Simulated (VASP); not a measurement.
InSe2: single point with PBEsol

The system is InSe2.

```
In Se
1.0
     3.83279    0.00000    0.00000
     0.00000    3.83279    0.00000
     0.00000    0.00000   10.08775
In Se
2 4
Cartesian
  0.0000 1.9164 7.1130
  1.9164 0.0000 2.9747
  0.0000 1.9164 3.7021
  1.9164 0.0000 6.3857
  0.0000 0.0000 0.0000
  1.9164 1.9164 0.0000
```

This cell differs from its parent crystal: strain +0.000 along x and y, +0.080 along z.

```yaml
Program: VASP 6.6.1
Task: single point
Functional: PBEsol
Potentials_or_basis: VASP PAW PBE potentials, release 64 (In_d, Se)
Cutoff: 520 eV
k_mesh: 12 × 12 × 6
Occupations: gaussian, width 0.15 eV
Spin: no spin polarisation
Dipole_correction: no
Further_INCAR_settings: ALGO = Normal; EDIFF = 1e-06; NBANDS = 34
```

```yaml
Pressure: -2.1 GPa
Largest_force: 0.132 eV/Å
Band_gap_on_the_k_mesh: zero (band 25 reaches 5.58 eV, above the bottom of band 26 at 3.38 eV)
```

Forces on the atoms (eV/Å):
```
In   0.000  0.000  0.049
In   0.000  0.000 -0.049
Se   0.000  0.000 -0.132
Se   0.000  0.000  0.132
Se   0.000  0.000  0.000
Se   0.000  0.000  0.000
```

Stress tensor (GPa, compression positive):
```
-1.44  0.00  0.00
 0.00 -1.44  0.00
 0.00  0.00 -3.49
```

Levels at points of the mesh, in eV from the Fermi level:
```csv
k point,band 22,band 23,band 24,band 25,band 26,band 27,band 28,band 29
"(0.00, 0.00, 0.00)",-1.87,-1.77,-1.77,0.48,0.48,3.11,3.20,3.20
"(0.50, 0.00, 0.00)",-1.78,-1.24,-1.24,-0.91,-0.91,1.53,1.53,3.04
"(0.50, 0.50, 0.00)",-3.51,-1.57,-1.57,-1.20,-1.20,2.57,2.57,3.69
"(0.00, 0.00, 0.50)",-1.74,-1.74,-1.41,0.47,0.48,1.87,3.20,3.20
"(0.50, 0.00, 0.50)",-1.51,-1.17,-1.17,-0.91,-0.91,0.98,0.98,3.37
"(0.50, 0.50, 0.50)",-3.42,-1.71,-1.71,-1.43,-1.43,3.18,3.18,4.60
```

It took 11 min on 1 thread of Intel(R) Xeon(R) Platinum 8375C CPU @ 2.90GHz (Ice Lake) (shared host), peak memory 0.57 GiB.

Caveat: the cell differs from its parent crystal (strain +0.000 along x and y, +0.080 along z); the PAW data sets were made with another functional, which shifts forces and pressure a little; spin-orbit coupling is left out, which moves the levels of the heavy elements.
